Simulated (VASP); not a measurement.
Here is a VASP 6.6.1 calculation.

INCAR

```
SYSTEM = W4S
PREC = Accurate ; ENCUT = 520
EDIFF = 1E-7 ; ISMEAR = 0
SIGMA = 0.1 ; LREAL = .False.
LASPH = .True. ; NELM = 80
ALGO = Normal ; ISIF = 2
LWAVE = .False. ; LCHARG = .False.
LDIPOL = .True. ; IDIPOL = 3
DIPOL = 0.5 0.5 0.359 ; GGA = PE
NBANDS = 39
```

Contents of KPOINTS:

```
regular mesh
0
Gamma
  8 8 1
  0 0 0
```

Contents of POSCAR:

```
W4S
1.0
    3.1836991688      0.0000000000      0.0000000000
    0.0000000000      3.1836991688      0.0000000000
    0.0000000000      0.0000000000     20.1425775749
W S
4 1
Direct
    0.5000000000      0.5000000000      0.1985843165
    0.0000000000      0.0000000000      0.2776134069
    0.5000000000      0.5000000000      0.3599451800
    0.0000000000      0.0000000000      0.4290700901
    0.1250000000      0.2500000000      0.5296740586
```

Potentials or basis: VASP PAW PBE potentials, release 64 (W_sv, S).

The run is started by

```bash
$ cat potpaw_PBE.64/W_sv/POTCAR potpaw_PBE.64/S/POTCAR > POTCAR
$ mpirun -np 1 vasp_std > vasp.out
```

Task: What does it give for the band gap on the k mesh?

Result: Zero (band 31 reaches 2.90 eV, above the bottom of band 32 at 0.97 eV).

Task: What does it give for the largest force?

Result: 2.313 eV/Å.

Forces in eV/Å, atoms in the order of the input:
```
W    0.060 -0.009  2.026
W   -0.028  0.071 -2.205
W   -0.242 -0.490 -2.111
W    0.254  0.095  2.297
S   -0.044  0.333 -0.007
```

Caveat: spin-orbit coupling is left out, which moves the levels of the heavy elements.
